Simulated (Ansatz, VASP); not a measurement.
**Two plane-wave programs on Ti**

The input INCAR:

```
ALGO     = Fast           # electronic algorithm
EDIFF    = 1E-7           # SCF threshold, eV
ENCUT    = 520            # plane-wave cutoff, eV
GGA      = PE             # functional
ISIF     = 2              # what is computed and relaxed
ISMEAR   = 0              # smearing method
LASPH    = True           # aspherical terms in the spheres
LCHARG   = True           # write CHGCAR
LELF     = True           # ELF
LREAL    = False          # projectors in reciprocal space
LVHAR    = True         
LWAVE    = False          # write WAVECAR
NBANDS   = 12             # bands
NELM     = 80             # most SCF steps
PREC     = Accurate       # precision mode
SIGMA    = 0.15           # smearing width, eV
```

Contents of KPOINTS:

```
k-points
0
Gamma
  22 22 22
```

POSCAR

```
Ti
1.0
   -1.5588210899      1.5588210899      1.6797856065
    1.5588210899     -1.5588210899      1.6797856065
    1.5588210899      1.5588210899     -1.6797856065
Ti
1
Direct
    0.0000000000      0.0000000000      0.0000000000
```

Input for Ansatz:

```yaml
crystal:
  lattice:
    - [-1.5588210899, 1.5588210899, 1.6797856065]
    - [1.5588210899, -1.5588210899, 1.6797856065]
    - [1.5588210899, 1.5588210899, -1.6797856065]
  atoms:
    - { symbol: Ti, position: [0.0, 0.0, 0.0] }
basis:
  ecutwfc: 520.0
kpoints:
  mp_grid: { grid: [22, 22, 22] }
hamiltonian:
  xc: pbe
  pseudopotentials: { kind: paw, azcp: { folder: soft_1 } }
scf:
  occupations: { method: gaussian, width: 0.15 }
output:
  forces: true
  stress: true
  eigenvalues: true
```

Alike in both runs: task single point; functional PBE; k mesh 22 × 22 × 22; occupations gaussian, width 0.15 eV; no spin polarisation.

|  | VASP | Ansatz |
| --- | --- | --- |
| version | VASP 6.6.1 | Ansatz 0.2.0 |
| potentials or method | VASP PAW PBE potentials, release 64 (Ti_sv), cutoff 520 eV | scalar-relativistic, plane waves, PAW |
| valence electrons in the cell | 12 | 12 |

Ansatz gave:

* gap on the k mesh at the Fermi level (eV): none
* pressure (GPa): 6.6
* traceless stress, the component that is largest in VASP (GPa): 0.82

Question: What did VASP give for the same quantities?

Answer: gap on the k mesh at the Fermi level (eV): none; pressure (GPa): 6.3; traceless stress, the component that is largest in VASP (GPa): 0.83.

A gap of «none» marks a metal or a gap that the smearing closes. With one functional, cell and mesh, what is left measures potentials, basis and numerics.
